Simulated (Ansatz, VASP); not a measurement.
**One calculation of MgCd3Se4, two programs**

```
Mg Cd Se
1.0
    -2.84206    2.84206    5.70284
     2.84206   -2.84206    5.70284
     2.84206    2.84206   -5.70284
Mg Cd Se
1 3 4
Direct
  0.50000 0.50000 0.00000
  0.75000 0.25000 0.50000
  0.25000 0.75000 0.50000
  0.00000 0.00000 0.00000
  0.50000 0.00000 0.50000
  0.00000 0.50000 0.50000
  0.25663 0.25663 0.00000
  0.74337 0.74337 0.00000
```

Alike in both runs: functional PBE; k mesh 10 × 10 × 10; occupations gaussian, width 0.1 eV; no spin polarisation.

Ansatz relaxed the structure, and its values are those at the end. VASP's run is a single point on that final structure, the one shown.

|  | VASP | Ansatz |
| --- | --- | --- |
| version | VASP 6.6.1 | Ansatz 0.2.0 |
| potentials or method | VASP PAW PBE potentials, release 64 (Mg, Cd, Se), cutoff 520 eV | scalar-relativistic, plane waves, PAW |
| valence electrons in the cell | 62 | 134 |

Ansatz gave:

```
gap on the k mesh at the Fermi level (eV) : none
pressure (GPa)                            : 0.0
rms of the force components (eV/Å)        : 0.001
```

Task: Estimate VASP's values.

Result: gap on the k mesh at the Fermi level (eV): none; pressure (GPa): 0.2; rms of the force components (eV/Å): 0.005.

A gap of «none» marks a metal or a gap that the smearing closes. With one functional, cell and mesh, what is left measures potentials, basis and numerics. VASP's potentials hold 62 valence electrons a cell and Ansatz's 134, so a difference there can come from the potentials and not from the codes.
